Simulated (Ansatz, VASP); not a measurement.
**Hf: VASP beside Ansatz**

The input INCAR:

```
SYSTEM = Hf
PREC     = Accurate       ! precision mode
ENCUT    = 520            ! plane-wave cutoff, eV
EDIFF    = 1E-8           ! SCF threshold, eV
ISMEAR   = -1             ! smearing method
SIGMA    = 0.08           ! smearing width, eV
LREAL    = .FALSE.        ! projectors in reciprocal space
LASPH    = .TRUE.         ! aspherical terms in the spheres
NELM     = 80             ! most SCF steps
ALGO     = Normal         ! electronic algorithm
ISIF     = 2              ! what is computed and relaxed
LWAVE    = .FALSE.        ! write WAVECAR
LCHARG   = .FALSE.        ! write CHGCAR
GGA      = PE             ! functional
LEFG     = .TRUE.       
NBANDS   = 11             ! bands
```

Contents of KPOINTS:

```
Automatic mesh
0
G
  16 16 16
  0 0 0
```

POSCAR

```
Hf
1.0
   -1.7735988343      1.7735988343      1.7735988343
    1.7735988343     -1.7735988343      1.7735988343
    1.7735988343      1.7735988343     -1.7735988343
Hf
1
Direct
    0.0000000000      0.0000000000      0.0000000000
```

Input for Ansatz:

```yaml
crystal:
  lattice:
    - [-1.7735988343, 1.7735988343, 1.7735988343]
    - [1.7735988343, -1.7735988343, 1.7735988343]
    - [1.7735988343, 1.7735988343, -1.7735988343]
  atoms:
    - { symbol: Hf, position: [0.0, 0.0, 0.0] }
kpoints:
  mp_grid: { grid: [16, 16, 16] }
  band_path:
    path:
      - [0.0, 0.0, 0.0]
      - [0.5, -0.5, 0.5]
      - [0.0, 0.0, 0.5]
      - [0.0, 0.0, 0.0]
      - [0.25, 0.25, 0.25]
      - [0.5, -0.5, 0.5]
      - [0.25, 0.25, 0.25]
      - [0.0, 0.0, 0.5]
    npoints: 8
scf:
  occupations: { method: fermi_dirac, width: 0.08 }
hamiltonian:
  xc: pbe
  pseudopotentials: { kind: paw }
output:
  forces: true
  stress: true
  eigenvalues: true
  efg: { contact_densities: true }
  populations: true
  bader: true
  dos: { projected: true, de: 0.2, e_range: [-14, 8] }
```

Alike in both runs: task electric field gradients; functional PBE; k mesh 16 × 16 × 16; occupations fermi-dirac, width 0.08 eV; no spin polarisation.

```csv
,VASP,Ansatz
version,VASP 6.6.1,Ansatz 0.2.0
potentials or method,"VASP PAW PBE potentials, release 64 (Hf_pv)","PAW with Ansatz's default frozen-core files, scalar-relativistic"
plane-wave cutoff (eV),520,420
valence electrons in the cell,10,26
```

|  | VASP | Ansatz | Ansatz less VASP |
| --- | --- | --- | --- |
| pressure (GPa) | -0.3 | 0.0 | +0.34 |

The functional is the same, so the differences come from potentials, cutoffs and numerics. VASP's potentials hold 10 valence electrons a cell and Ansatz's 26, so a difference there can come from the potentials and not from the codes.

Neither program's run includes spin-orbit coupling.
